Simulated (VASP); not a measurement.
**Mg3Si2N: single point with PBE**

The system is Mg3Si2N.

```
Mg Si N
1.0
     3.38661    0.00000    0.00000
     0.00000    3.38661    0.00000
     0.00000    0.00000    7.42219
Mg Si N
3 2 1
Direct
  0.50000 0.50000 0.00000
  0.00000 0.50000 0.38200
  0.50000 0.00000 0.61800
  0.00000 0.50000 0.73400
  0.50000 0.00000 0.26600
  0.00000 0.00000 0.00000
```

The cell was generated, and may not be a known phase.

```yaml
Program: VASP 6.6.1
Task: single point
Functional: PBE
Potentials_or_basis: VASP PAW PBE potentials, release 64 (Mg, Si, N)
Cutoff: 520 eV
k_mesh: 6 × 6 × 4
Occupations: gaussian, width 0.1 eV
Spin: no spin polarisation
Dipole_correction: no
Further_INCAR_settings: ALGO = Normal; EDIFF = 1e-06; NBANDS = 18
```

| Quantity | Value |
| --- | --- |
| Pressure | 13.1 GPa |
| Largest force | 0.893 eV/Å |
| Band gap on the k mesh | zero (an odd number of electrons rules out a gap without spin polarisation) |

Forces in eV/Å, atoms in the order of the input:
```
Mg   0.000  0.000  0.000
Mg   0.000  0.000 -0.081
Mg   0.000  0.000  0.081
Si   0.000  0.000  0.893
Si   0.000  0.000 -0.893
N    0.000  0.000  0.000
```

Stress tensor (GPa, compression positive):
```
11.18  0.00  0.00
 0.00 11.18  0.00
 0.00  0.00 16.81
```

Levels at points of the mesh, in eV from the Fermi level:
| k point | band 5 | band 6 | band 7 | band 8 | band 9 | band 10 | band 11 | band 12 | band 13 | band 14 |
| --- | --- | --- | --- | --- | --- | --- | --- | --- | --- | --- |
| (0.00, 0.00, 0.00) | -3.14 | -2.34 | -2.34 | 1.17 | 1.17 | 1.32 | 1.48 | 1.48 | 2.33 | 3.27 |
| (0.50, 0.00, 0.00) | -5.63 | -4.97 | -1.91 | -1.41 | -0.41 | 0.19 | 1.94 | 2.55 | 2.63 | 4.44 |
| (0.50, 0.50, 0.00) | -4.31 | -3.92 | -3.92 | -3.64 | -3.34 | -0.61 | -0.61 | 0.35 | 0.55 | 2.83 |
| (0.00, 0.00, 0.50) | -2.32 | -2.32 | -1.29 | 0.07 | 0.65 | 0.65 | 2.20 | 2.20 | 3.19 | 3.41 |
| (0.50, 0.00, 0.50) | -4.64 | -3.44 | -3.39 | -1.91 | -1.48 | 1.39 | 1.95 | 2.58 | 3.52 | 3.56 |
| (0.50, 0.50, 0.50) | -4.31 | -4.13 | -4.13 | -3.80 | -2.16 | -1.40 | 0.65 | 0.65 | 1.21 | 1.21 |

Run time: 63 s on 1 thread of Intel(R) Xeon(R) Platinum 8375C CPU @ 2.90GHz (Ice Lake) (shared host), peak memory 0.21 GiB.

Caveat: the stress differs along the axes, from 11 to 17 GPa; an odd number of electrons without spin polarisation forces a metal; a magnetic or distorted state may lie lower.
